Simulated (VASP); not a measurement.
# CdInS2 (P-3m1) in VASP: further runs

The runs below take CdInS2 through single point, with PBE.

All numbers are computed with VASP 6.6.1; they aren't measurements. Logs are shortened: lines on timing, memory, paths and dates and some standing lists are left out, and cuts for length are marked.

### 1 The cell of the first run

The structure is trigonal, space group P-3m1 (No. 164). Conventional cell: a = 3.695 Å, b = 3.695 Å, c = 7.476 Å, α = 90.00°, β = 90.00°, γ = 120.00°. Cd (site symmetry -3m) has 6 S at 2.68 Å within 3.5 Å. Within 4.0 Å of In (site symmetry -3m) lie 6 S at 3.00 Å and 6 In at 3.69 Å and 2 Cd at 3.74 Å. S (site symmetry 3m) has 3 Cd at 2.68 Å and 3 In at 3.00 Å within 3.5 Å.

### 2 Single point, PBE

The input, INCAR:

```
SYSTEM = CdInS2
ALGO = Normal
EDIFF = 1E-6
ENCUT = 520
GGA = PE
ISIF = 2
ISMEAR = 0
LASPH = .True.
LCHARG = .False.
LREAL = .False.
LWAVE = .False.
NBANDS = 26
NELM = 60
PREC = Accurate
SIGMA = 0.15
```

The input, KPOINTS:

```
k-points
0
Gamma
  12 12 6
  0 0 0
```

The input, POSCAR:

```
CdInS2
1.0
    3.6946776531      0.0000000000      0.0000000000
   -1.8473388265      3.1996847064      0.0000000000
    0.0000000000      0.0000000000      7.4761802310
Cd In S
1 1 2
Direct
    0.0000000000      0.0000000000      0.0000000000
    0.0000000000      0.0000000000      0.5000000000
    0.6666666667      0.3333333333      0.7823009908
    0.3333333333      0.6666666667      0.2176990092
```

Potentials or basis: VASP PAW PBE potentials, release 64 (Cd, In_d, S).

Launch:

```
$ cat potpaw_PBE.64/Cd/POTCAR potpaw_PBE.64/In_d/POTCAR potpaw_PBE.64/S/POTCAR > POTCAR
$ mpirun -np 1 vasp_std > vasp.out
```

OUTCAR:

```text
SYSTEM = CdInS2
   EDIFF = 1E-6
   ENCUT = 520
   GGA = PE
   ISIF = 2
   ISMEAR = 0
   LASPH = .True.
   LREAL = .False.
   NELM = 60
   PREC = Accurate

 ion  position               nearest neighbor table
   1  0.000  0.000  0.000-   3 2.68   4 2.68   4 2.68   3 2.68   3 2.68   4 2.68   2 3.74   2 3.74

   2  0.000  0.000  0.500-   3 3.00   4 3.00   4 3.00   3 3.00   3 3.00   4 3.00   1 3.74   1 3.74

   3  0.667  0.333  0.782-   1 2.68   1 2.68   1 2.68   2 3.00   2 3.00   2 3.00
   4  0.333  0.667  0.218-   1 2.68   1 2.68   1 2.68   2 3.00   2 3.00   2 3.00

  LATTYP: Found a hexagonal cell.
 ALAT       =     3.6946776531
 C/A-ratio  =     2.0235000000

  Lattice vectors:

 A1 = (   3.6946776531,   0.0000000000,   0.0000000000)
 A2 = (  -1.8473388265,   3.1996847064,   0.0000000000)
 A3 = (   0.0000000000,   0.0000000000,   7.4761802310)

Analysis of symmetry for initial positions (statically):
=====================================================================
 Subroutine PRICEL returns:
 Original cell was already a primitive cell.

 Routine SETGRP: Setting up the symmetry group for a
 hexagonal supercell.

 Subroutine GETGRP returns: Found 12 space group operations
 (whereof 12 operations were pure point group operations)
 out of a pool of 24 trial point group operations.

The static configuration has the point symmetry D_3d.

Analysis of symmetry for dynamics (positions and initial velocities):
=====================================================================
 Subroutine PRICEL returns:
 Original cell was already a primitive cell.

 Routine SETGRP: Setting up the symmetry group for a
 hexagonal supercell.

 Subroutine GETGRP returns: Found 12 space group operations
 (whereof 12 operations were pure point group operations)
 out of a pool of 24 trial point group operations.

The dynamic configuration has the point symmetry D_3d.

 Subroutine INISYM returns: Found 12 space group operations
 (whereof 12 operations are pure point group operations),
 and found     1 'primitive' translations

----------------------------------------------------------------------------------------

                                     Primitive cell

  volume of cell :      88.3819

  direct lattice vectors                    reciprocal lattice vectors
     3.694677653  0.000000000  0.000000000     0.270659607  0.156265397  0.000000000
    -1.847338826  3.199684706  0.000000000     0.000000000  0.312530793  0.000000000
     0.000000000  0.000000000  7.476180231     0.000000000  0.000000000  0.133758145

  length of vectors
     3.694677653  3.694677653  7.476180231     0.312530793  0.312530793  0.133758145

  position of ions in fractional coordinates (direct lattice)
     0.000000000  0.000000000  0.000000000
     0.000000000  0.000000000  0.500000000
     0.666666667  0.333333333  0.782300991
     0.333333333  0.666666667  0.217699009

  ion indices of the primitive-cell ions
   primitive index   ion index
                 1           1
                 2           2
                 3           3
                 4           4

----------------------------------------------------------------------------------------

 KPOINTS: k-points

Automatic generation of k-mesh.
 Grid dimensions read from file:
 generate k-points for:   12   12    6

 Generating k-lattice:

  Cartesian coordinates                     Fractional coordinates (reciprocal lattice)
     0.022554967  0.013022116  0.000000000     0.083333333  0.000000000  0.000000000
     0.000000000  0.026044233  0.000000000     0.000000000  0.083333333  0.000000000
     0.000000000  0.000000000  0.022293024     0.000000000  0.000000000  0.166666667

  Length of vectors
     0.026044233  0.026044233  0.022293024

  Shift w.r.t. Gamma in fractional coordinates (k-lattice)
     0.000000000  0.000000000  0.000000000

 Subroutine IBZKPT returns following result:
 ===========================================

 Found    100 irreducible k-points:

 Following reciprocal coordinates:
            Coordinates               Weight
  0.000000  0.000000  0.000000      1.000000
  0.083333  0.000000  0.000000      6.000000
  0.166667  0.000000  0.000000      6.000000
  0.250000  0.000000  0.000000      6.000000
  0.333333  0.000000  0.000000      6.000000
  0.416667  0.000000  0.000000      6.000000
[... 16 lines left out ...]
  0.166667  0.000000  0.166667      6.000000
  0.000000  0.166667  0.166667      6.000000
 [... further k-points ...]
   k-points           NKPTS =    100   k-points in BZ     NKDIM =    100   number of bands    NBANDS=     26
   number of dos      NEDOS =    301   number of ions     NIONS =      4
   total plane-waves  NPLWV =  43904
   dimension x,y,z NGX =    28 NGY =   28 NGZ =   56
   dimension x,y,z NGXF=    56 NGYF=   56 NGZF=  112
   ions per type =               1   1   2
   NGX,Y,Z   is equivalent  to a cutoff of  12.60, 12.60, 12.45 a.u.
   NGXF,Y,Z  is equivalent  to a cutoff of  25.20, 25.20, 24.91 a.u.
 SYSTEM =  CdInS2
   PREC   = accura    normal or accurate (medium, high low for compatibility)
   ISTART =      0    job   : 0-new  1-cont  2-samecut
   ICHARG =      2    charge: 1-file 2-atom 10-const
   ISPIN  =      1    spin polarized calculation?
   LNONCOLLINEAR =      F non collinear calculations
   LSORBIT =      F    spin-orbit coupling
   LASPH  =      T    aspherical Exc in radial PAW
   ENCUT  =  520.0 eV  38.22 Ry    6.18 a.u.   6.87  6.87 13.90*2*pi/ulx,y,z
   NELM   =     60;   NELMIN=  2; NELMDL= -5     # of ELM steps
   EDIFF  = 0.1E-05   stopping-criterion for ELM
   LREAL  =      F    real-space projection
[... 7 lines left out ...]
   TEBEG  =    0.0;   TEEND  =   0.0 temperature during run
   PSTRESS=    0.0 pullay stress
   NELECT =      37.0000    total number of electrons
   NUPDOWN=      -1.0000    fix difference up-down
   EMIN   =  10.00;   EMAX   =-10.00  energy-range for DOS
   EFERMI =   0.00;   METHOD = LEGACY
   ISMEAR =     0;   SIGMA  =   0.15  broadening in eV -4-tet -1-fermi 0-gaus
   EFERMI_NEDOS =   21; number of points for ismear=-14 and -15
   IALGO  =     38    algorithm
   IMIX   =      4    mixing-type and parameters
     AMIX     =   0.40;   BMIX     =  1.00
     AMIX_MAG =   1.60;   BMIX_MAG =  1.00
  volume/ion in A,a.u.               =      22.10       149.11
  Fermi-wavevector in a.u.,A,eV,Ry     =   1.224675  2.314300 20.406415  1.499829
  Thomas-Fermi vector in A             =   2.359741
   LORBIT       =      0    0 simple, 1 ext, 2 COOP (PROOUT), +10 PAW based schemes
   GGA     = PE    functional components
   LHFCALC =     F    Hartree Fock is set to
   AEXX    =    0.0000 exact exchange contribution
   IVDW    =     0    specifies the selected vdW correction
   LEPSILON=     F    determine dielectric tensor
   LRPA    =     F    only Hartree local field effects (RPA)
 non-spin polarized calculation
 Gauss-broadening in eV      SIGMA  =   0.15
  energy-cutoff  :      520.00
  volume of cell :       88.38
 maximum number of plane-waves:      2408
   NGX = 13   NGY = 13   NGZ = 27

 number of electron      36.9999988 magnetization

 Free energy of the ion-electron system (eV)
  ---------------------------------------------------
  ext. energy  EPLUGINS =         0.00000000
  ---------------------------------------------------
  free energy    TOTEN  =       -12.59022341 eV

  energy without entropy =      -12.57199359  energy(sigma->0) =      -12.58110850

 E-fermi :   4.5549     XC(G=0): -10.0981

 val. band max:        4.5433320142   @ k =  -0.0833   0.5000   0.1667
 cond. band min:       4.5645699832   @ k =   0.4167   0.0833   0.0000
 fundamental gap:      0.0212379690
 Fermi energy:         4.5549011106

 k-point     1 :       0.0000    0.0000    0.0000
  band No.  band energies     occupation
      1      -9.7158      2.00000
      2      -9.7158      2.00000
      3      -9.6743      2.00000
      4      -9.5788      2.00000
      5      -9.5788      2.00000
      6      -8.6100      2.00000
[... 18 lines left out ...]
     25      12.1253      0.00000
     26      12.6699      0.00000

 k-point     2 :       0.0833    0.0000    0.0000
  band No.  band energies     occupation
      1      -9.7195      2.00000
      2      -9.7073      2.00000
      3      -9.6677      2.00000
      4      -9.5912      2.00000
      5      -9.5802      2.00000
      6      -8.5520      2.00000
[... 18 lines left out ...]
     25      12.0753      0.00000
     26      12.4074      0.00000

 k-point     3 :       0.1667    0.0000    0.0000
  band No.  band energies     occupation
      1      -9.7321      2.00000
      2      -9.6841      2.00000
      3      -9.6499      2.00000
      4      -9.6207      2.00000
      5      -9.5839      2.00000
      6      -8.3847      2.00000
[... 18 lines left out ...]
     25      12.0486      0.00000
     26      12.2713      0.00000

 k-point     4 :       0.2500    0.0000    0.0000
  band No.  band energies     occupation
      1      -9.7541      2.00000
      2      -9.6589      2.00000
      3      -9.6522      2.00000
      4      -9.6198      2.00000
      5      -9.5889      2.00000
      6      -8.1318      2.00000
[... 18 lines left out ...]
     25      11.6730      0.00000
     26      12.5582      0.00000
[... 496 lines left out ...]
      1      -9.7196      2.00000
      2      -9.7073      2.00000
      3      -9.6657      2.00000
      4      -9.5915      2.00000
      5      -9.5802      2.00000
      6      -8.5225      2.00000
[... 18 lines left out ...]
     25      12.3351      0.00000
     26      12.4188      0.00000

 k-point    23 :       0.1667    0.0000    0.1667
  band No.  band energies     occupation
      1      -9.7325      2.00000
      2      -9.6841      2.00000
      3      -9.6496      2.00000
      4      -9.6212      2.00000
      5      -9.5839      2.00000
      6      -8.3448      2.00000
[... 18 lines left out ...]
     25      11.6969      0.00000
     26      12.1864      0.00000

 k-point    24 :       0.0000    0.1667    0.1667
  band No.  band energies     occupation
      1      -9.7324      2.00000
      2      -9.6841      2.00000
      3      -9.6476      2.00000
      4      -9.6216      2.00000
      5      -9.5838      2.00000
      6      -8.3597      2.00000
[... 18 lines left out ...]
     25      12.0031      0.00000
     26      12.5266      0.00000

 [... further k-points ...]
[... 5 lines left out ...]
  --------------------------------------------------------------------------------------
  -------------------------------------------------------------------------------------
  Total        2.8859745      2.8859745     -4.2367717      0.0000000      0.0000000      0.0000000
  in kB       52.3166075     52.3166075    -76.8036993      0.0000000      0.0000000      0.0000000
  external PRESSURE =       9.2765053 kB  Pullay stress =       0.0000000 kB

 VOLUME and BASIS-vectors are now :
 -----------------------------------------------------------------------------
  energy-cutoff  :      520.00
  volume of cell :       88.38
      direct lattice vectors                 reciprocal lattice vectors
     3.694677653  0.000000000  0.000000000     0.270659607  0.156265397  0.000000000
    -1.847338826  3.199684706  0.000000000     0.000000000  0.312530793  0.000000000
     0.000000000  0.000000000  7.476180231     0.000000000  0.000000000  0.133758145

 POSITION                                       TOTAL-FORCE (eV/Angst)
 -----------------------------------------------------------------------------------
      0.00000      0.00000      0.00000         0.000000     -0.000000      0.000000
      0.00000      0.00000      3.73809         0.000000     -0.000000      0.000000
      1.84734      1.06656      5.84862         0.000000     -0.000000     -0.822123
     -0.00000      2.13312      1.62756        -0.000000      0.000000      0.822123
 -----------------------------------------------------------------------------------
    total drift:                               -0.000000      0.000000      0.000000

  FREE ENERGIE OF THE ION-ELECTRON SYSTEM (eV)
  ---------------------------------------------------
  free  energy   TOTEN  =       -12.5902234144 eV

  energy  without entropy=      -12.5719935877  energy(sigma->0) =      -12.58110850
```

It took 8.7 min on 1 thread of Intel Xeon 8259CL, shared host; peak memory 0.37 GiB.

What came out:

* Free energy: -12.5902 eV
* Pressure: 0.9 GPa
* Largest force: 0.822 eV/Å
* Band gap on the k mesh: zero (an odd number of electrons rules out a gap without spin polarisation)

Forces in eV/Å, atoms in the order of the input:
```
Cd   0.000  0.000  0.000
In   0.000  0.000  0.000
S    0.000  0.000 -0.822
S    0.000  0.000  0.822
```

Stress tensor (GPa, compression positive):
```
 5.23  0.00  0.00
 0.00  5.23  0.00
 0.00  0.00 -7.68
```

Levels at points of the mesh, in eV from the Fermi level:
| k point | band 15 | band 16 | band 17 | band 18 | band 19 | band 20 | band 21 | band 22 | band 23 | band 24 |
| --- | --- | --- | --- | --- | --- | --- | --- | --- | --- | --- |
| (0.00, 0.00, 0.00) | -1.81 | -0.73 | -0.73 | -0.22 | -0.22 | 3.67 | 4.85 | 6.61 | 6.61 | 7.52 |
| (0.50, 0.00, 0.00) | -3.78 | -3.12 | -1.96 | -0.59 | 0.18 | 1.76 | 3.13 | 3.67 | 4.65 | 6.44 |
| (0.00, 0.00, 0.50) | -0.65 | -0.65 | -0.30 | -0.30 | 0.69 | 2.28 | 4.88 | 6.64 | 6.68 | 6.68 |
| (0.50, 0.00, 0.50) | -2.59 | -2.23 | -1.71 | -1.14 | -0.97 | 0.60 | 4.47 | 4.67 | 5.06 | 5.53 |

Caveat: the stress differs along the axes, from -8 to 5 GPa; spin-orbit coupling is left out, which moves the levels of the heavy elements; an odd number of electrons without spin polarisation forces a metal; a magnetic or distorted state may lie lower.

(Part 1 of 2 ends here.)

The gap in the log of VASP goes by the Fermi energy; the results here count the filled bands.